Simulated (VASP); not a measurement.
# RbBr (Fm-3m) in VASP: notebook, part 2 of 2

VASP 6.6.1. Earlier steps stand in the parts before.

## 4. Single point, r2SCAN

POSCAR

```
RbBr
1.0
    0.0000000000      3.4608321250      3.4608321250
    3.4608321250      0.0000000000      3.4608321250
    3.4608321250      3.4608321250      0.0000000000
Rb Br
1 1
Direct
    0.0000000000      0.0000000000      0.0000000000
    0.5000000000      0.5000000000      0.5000000000
```

INCAR.step1

```
  PREC = Accurate
  ENCUT = 520
  ISMEAR = 0
  SIGMA = 0.01
  LREAL = F
  LASPH = T
  NELM = 100
  NBANDS = 15
  GGA = PE
  ALGO = Normal
  EDIFF = 1E-4
  LWAVE = T
  LCHARG = F
```

INCAR.step2

```
  PREC = Accurate
  ENCUT = 520
  EDIFF = 1E-6
  ISMEAR = 0
  SIGMA = 0.01
  LREAL = F
  LASPH = T
  NELM = 100
  ALGO = Normal
  ISIF = 2
  LWAVE = F
  LCHARG = T
  METAGGA = R2SCAN
  LMIXTAU = T
  LELF = T
  LVHAR = T
  NBANDS = 15
  ISTART = 1
```

KPOINTS

```
regular mesh
0
Gamma
  4 4 4
```

Potentials or basis: VASP PAW PBE potentials, release 64 (Rb_sv, Br).

On the command line:

```bash
$ cat potpaw_PBE.64/Rb_sv/POTCAR potpaw_PBE.64/Br/POTCAR > POTCAR
$ cp INCAR.step1 INCAR
$ mpirun -np 1 vasp_std > vasp.out
$ cp INCAR.step2 INCAR
$ mpirun -np 1 vasp_std > vasp.out
```

OUTCAR:

```text
PREC = Accurate
   ENCUT = 520
   EDIFF = 1E-6
   ISMEAR = 0
   LREAL = F
   LASPH = T
   NELM = 100
   ISIF = 2
   METAGGA = R2SCAN
   ISTART = 1

 ion  position               nearest neighbor table
   1  0.000  0.000  0.000-   2 3.46   2 3.46   2 3.46   2 3.46   2 3.46   2 3.46
   2  0.500  0.500  0.500-   1 3.46   1 3.46   1 3.46   1 3.46   1 3.46   1 3.46

  LATTYP: Found a face centered cubic cell.
 ALAT       =     6.9216642500

  Lattice vectors:

 A1 = (   0.0000000000,   3.4608321250,   3.4608321250)
 A2 = (   3.4608321250,   0.0000000000,   3.4608321250)
 A3 = (   3.4608321250,   3.4608321250,   0.0000000000)

Analysis of symmetry for initial positions (statically):
=====================================================================
 Subroutine PRICEL returns:
 Original cell was already a primitive cell.

 Routine SETGRP: Setting up the symmetry group for a
 face centered cubic supercell.

 Subroutine GETGRP returns: Found 48 space group operations
 (whereof 48 operations were pure point group operations)
 out of a pool of 48 trial point group operations.

The static configuration has the point symmetry O_h .

Analysis of symmetry for dynamics (positions and initial velocities):
=====================================================================
 Subroutine PRICEL returns:
 Original cell was already a primitive cell.

 Routine SETGRP: Setting up the symmetry group for a
 face centered cubic supercell.

 Subroutine GETGRP returns: Found 48 space group operations
 (whereof 48 operations were pure point group operations)
 out of a pool of 48 trial point group operations.

The dynamic configuration has the point symmetry O_h .

 Subroutine INISYM returns: Found 48 space group operations
 (whereof 48 operations are pure point group operations),
 and found     1 'primitive' translations

----------------------------------------------------------------------------------------

[... 103 lines left out ...]
   IVDW    =     0    specifies the selected vdW correction
   LEPSILON=     F    determine dielectric tensor
   LRPA    =     F    only Hartree local field effects (RPA)
 non-spin polarized calculation
 Gauss-broadening in eV      SIGMA  =   0.01
  energy-cutoff  :      520.00
  volume of cell :       82.90
 maximum number of plane-waves:      2252
   NGX = 19   NGY = 19   NGZ = 19

 number of electron      15.9999997 magnetization

 Free energy of the ion-electron system (eV)
  ---------------------------------------------------
  ext. energy  EPLUGINS =         0.00000000
  ---------------------------------------------------
  free energy    TOTEN  =       -31.15551974 eV

  energy without entropy =      -31.15551974  energy(sigma->0) =      -31.15551974

 E-fermi :  -2.1782     XC(G=0):  -7.5050

 val. band max:       -2.2664891087   @ k =   0.0000   0.0000   0.0000
 cond. band min:       2.6261433086   @ k =   0.0000   0.0000   0.0000
 fundamental gap:      4.8926324173
 Fermi energy:        -2.1781779676

 k-point     1 :       0.0000    0.0000    0.0000
  band No.  band energies     occupation
      1     -27.4852      2.00000
      2     -14.8505      2.00000
      3     -11.0122      2.00000
      4     -11.0122      2.00000
      5     -11.0122      2.00000
      6      -2.2665      2.00000
      7      -2.2665      2.00000
      8      -2.2665      2.00000
      9       2.6261      0.00000
     10       5.6077      0.00000
     11       5.6077      0.00000
     12       5.6077      0.00000
     13       6.6559      0.00000
     14       6.6559      0.00000
[... 113 lines left out ...]
      2     -14.8237      2.00000
      3     -11.1243      2.00000
      4     -11.1243      2.00000
      5     -10.9945      2.00000
      6      -2.7188      2.00000
      7      -2.6103      2.00000
      8      -2.6103      2.00000
      9       5.2763      0.00000
     10       5.2763      0.00000
     11       6.7540      0.00000
     12       7.0419      0.00000
     13       9.2721      0.00000
     14       9.4246      0.00000
     15       9.4403      0.00000

------------------------ aborting loop because EDIFF is reached ----------------------------------------

  FORCE on cell =-STRESS in cart. coord.  units (eV):
  Direction    XX          YY          ZZ          XY          YZ          ZX
  --------------------------------------------------------------------------------------
  -------------------------------------------------------------------------------------
  Total        0.0239226      0.0239226      0.0239226     -0.0000000     -0.0000000      0.0000000
  in kB        0.4623240      0.4623240      0.4623240     -0.0000000     -0.0000000      0.0000000
  external PRESSURE =       0.4623240 kB  Pullay stress =       0.0000000 kB

 VOLUME and BASIS-vectors are now :
 -----------------------------------------------------------------------------
  energy-cutoff  :      520.00
  volume of cell :       82.90
      direct lattice vectors                 reciprocal lattice vectors
     0.000000000  3.460832125  3.460832125    -0.144473925  0.144473925  0.144473925
     3.460832125  0.000000000  3.460832125     0.144473925 -0.144473925  0.144473925
     3.460832125  3.460832125  0.000000000     0.144473925  0.144473925 -0.144473925

 POSITION                                       TOTAL-FORCE (eV/Angst)
 -----------------------------------------------------------------------------------
      0.00000      0.00000      0.00000        -0.000000     -0.000000      0.000000
      3.46083      3.46083      3.46083         0.000000      0.000000     -0.000000
 -----------------------------------------------------------------------------------
    total drift:                                0.000000      0.000000      0.000000

  FREE ENERGIE OF THE ION-ELECTRON SYSTEM (eV)
  ---------------------------------------------------
  free  energy   TOTEN  =       -31.1555197374 eV

  energy  without entropy=      -31.1555197374  energy(sigma->0) =      -31.15551974
```

OUTCAR.step1:

```text
PREC = Accurate
   ENCUT = 520
   ISMEAR = 0
   LREAL = F
   LASPH = T
[... 345 lines left out ...]
 -----------------------------------------------------------------------------------
      0.00000      0.00000      0.00000         0.000000      0.000000      0.000000
      3.46083      3.46083      3.46083         0.000000     -0.000000     -0.000000
 -----------------------------------------------------------------------------------
    total drift:                                0.000000      0.000000      0.000000

  FREE ENERGIE OF THE ION-ELECTRON SYSTEM (eV)
  ---------------------------------------------------
  free  energy   TOTEN  =        -6.1090797383 eV

  energy  without entropy=       -6.1090797383  energy(sigma->0) =       -6.10907974
```

OSZICAR.step1:

```text
N       E                     dE             d eps       ncg     rms          rms(c)
DAV:   1     0.903270754418E+02    0.90327E+02   -0.64365E+03   240   0.885E+02
DAV:   2     0.447875330648E+00   -0.89879E+02   -0.82285E+02   332   0.169E+02
DAV:   3    -0.609147104918E+01   -0.65393E+01   -0.65124E+01   296   0.482E+01
DAV:   4    -0.633372955600E+01   -0.24226E+00   -0.24222E+00   387   0.821E+00
DAV:   5    -0.633528414140E+01   -0.15546E-02   -0.15546E-02   296   0.737E-01    0.277E+00
DAV:   6    -0.611358509886E+01    0.22170E+00   -0.27354E-01   317   0.236E+00    0.182E+00
DAV:   7    -0.609617043264E+01    0.17415E-01   -0.12750E-01   317   0.171E+00    0.937E-01
DAV:   8    -0.610825693584E+01   -0.12087E-01   -0.14172E-02   262   0.696E-01    0.113E-01
DAV:   9    -0.610863161320E+01   -0.37468E-03   -0.65916E-04   331   0.130E-01    0.715E-02
DAV:  10    -0.610908200000E+01   -0.45039E-03   -0.62331E-04   254   0.133E-01    0.311E-02
DAV:  11    -0.610907973825E+01    0.22617E-05   -0.32951E-05   204   0.302E-02
   1 F= -.61090797E+01 E0= -.61090797E+01  d E =-.238354E-45
```

Run time: 30 s. Hardware: 1 thread of Intel Xeon Platinum 8488C (Sapphire Rapids), shared host; peak memory 0.21 GiB.

What came out:

* Free energy: -31.1555 eV
* Pressure: 0.0 GPa
* Band gap on the k mesh: 4.89 eV, direct

Levels at points of the mesh, in eV from the valence-band top:
```csv
k point,band 4,band 5,band 6,band 7,band 8,band 9,band 10,band 11,band 12,band 13
"(0.00, 0.00, 0.00)",-8.75,-8.75,0.00,0.00,0.00,4.89,7.87,7.87,7.87,8.92
"(0.50, 0.00, 0.00)",-8.75,-8.70,-0.92,-0.32,-0.32,7.22,8.17,10.14,10.14,10.76
"(0.50, 0.50, 0.00)",-8.81,-8.81,-0.47,-0.16,-0.16,6.09,7.84,9.57,10.00,10.23
```

Caveat: the PAW data sets were made with another functional, which shifts forces and pressure a little. r2SCAN opens gaps a little over a GGA but as a rule still falls short of measured ones.
